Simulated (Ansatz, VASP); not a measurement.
Two plane-wave programs on Ru

```
Ru
1.0
     2.72003    0.00000    0.00000
    -1.36001    2.35561    0.00000
     0.00000    0.00000   23.59354
Ru
5
Direct
  0.33333 0.66667 0.31788
  0.66667 0.33333 0.40894
  0.33333 0.66667 0.50000
  0.66667 0.33333 0.59106
  0.33333 0.66667 0.68212
```

Alike in both runs: task single point; functional PBE; k mesh 15 × 15 × 1; occupations gaussian, width 0.1 eV; no spin polarisation.

|  | VASP | Ansatz |
| --- | --- | --- |
| version | VASP 6.6.1 | Ansatz 0.2.0 |
| potentials or method | VASP PAW PBE potentials, release 64 (Ru_pv), cutoff 520 eV | scalar-relativistic, plane waves, PAW |
| valence electrons in the cell | 70 | 80 |

|  | VASP | Ansatz | Ansatz less VASP |
| --- | --- | --- | --- |
| gap on the k mesh at the Fermi level (eV) | none | none | - |
| rms of the force components (eV/Å) | 0.360 | 0.362 | +0.0012 |

Atom by atom the forces differ by 0.002 eV/Å (rms over components). A gap of «none» marks a metal or a gap that the smearing closes. With one functional, cell and mesh, what is left measures potentials, basis and numerics. VASP's potentials hold 70 valence electrons a cell and Ansatz's 80, so a difference there can come from the potentials and not from the codes. Ansatz's warnings: xc potential rough in thin density.
